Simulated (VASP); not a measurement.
Input of a VASP 6.6.1 run:

File INCAR:

```
PREC = Accurate
ENCUT = 600
EDIFF = 1E-6
ISMEAR = 0
SIGMA = 0.2
LREAL = False
LASPH = True
NELM = 120
ALGO = Normal
ISIF = 2
LWAVE = False
LCHARG = True
GGA = PE
LELF = True
LVHAR = True
NBANDS = 38
GGA_COMPAT = False
```

File KPOINTS:

```
Automatic mesh
0
Gamma
  4 4 2
```

The input POSCAR:

```
MoW2C4
1.0
    3.9736364185     -0.0000000027      0.0000000000
   -1.9868182070      3.4412700852      0.0000000000
    0.0000000000      0.0000000000      9.2659716001
Mo W C
1 2 4
Direct
    0.0000000000      0.0000000000      0.5000000000
    0.0000000000      0.0000000000      0.7986455390
    0.0000000000      0.0000000000      0.2013544610
    0.5000000000      0.0000000000      0.5000000000
    0.0000000000      0.5000000000      0.5000000000
    0.5000000000      0.5000000000      0.5000000000
    0.0000000000      0.0000000000      0.0000000000
```

Potentials or basis: VASP PAW PBE potentials, release 64 (Mo_sv, W_sv, C).

The run is started by

```sh
$ cat potpaw_PBE.64/Mo_sv/POTCAR potpaw_PBE.64/W_sv/POTCAR potpaw_PBE.64/C/POTCAR > POTCAR
$ mpirun -np 1 vasp_std > vasp.out
```

Question: What does it give for the largest force?

Answer: 0.033 eV/Å.

Question: Predict the band gap on the k mesh.

Answer: Zero (bands 29 and 30 overlap by 0.78 eV).

Stress tensor (GPa, compression positive):
```
-0.04  0.00  0.00
 0.00 -0.04  0.00
 0.00  0.00  0.27
```

Caveat: the k points lie up to 0.46 Å⁻¹ apart, too coarse for converged energies and pressures of a metal; spin-orbit coupling is left out, which moves the levels of the heavy elements.
